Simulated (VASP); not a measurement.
HgTe (Coloradoite), 2 atoms in the cell. Symmetry: F-43m, No. 216, cubic system. The conventional cell has a = 6.472 Å, b = 6.472 Å, c = 6.472 Å, α = 90.00°, β = 90.00°, γ = 90.00°. Hg (site symmetry -43m) has 4 Te at 2.80 Å within 3.7 Å. Te (site symmetry -43m) has 4 Hg at 2.80 Å within 3.7 Å. 

| Quantity | Value |
| --- | --- |
| Program | VASP 6.6.1 |
| Task | single point |
| Functional | RPBE |
| Dispersion | D4 |
| Potentials or basis | VASP PAW PBE potentials, release 64 (Hg, Te) |
| Cutoff | 520 eV |
| k mesh | 7 × 7 × 7 |
| Occupations | fermi-dirac, width 0.05 eV |
| Spin | no spin polarisation |
| Dipole correction | no |
| Further INCAR settings | ALGO = Normal; EDIFF = 1e-06; NBANDS = 16 |

Potentials or basis: VASP PAW PBE potentials, release 64 (Hg, Te).

Command:

```sh
$ cat potpaw_PBE.64/Hg/POTCAR potpaw_PBE.64/Te/POTCAR > POTCAR
$ mpirun -np 1 vasp_std > vasp.out
```

Hardware: 1 thread of AMD EPYC 7R13, with other jobs on the host.

Q: Estimate the wall time of this run.

A: It took 62 s on 1 thread of AMD EPYC 7R13 (shared host), peak memory 0.18 GiB. Counts: scf iterations 13, k points 20.
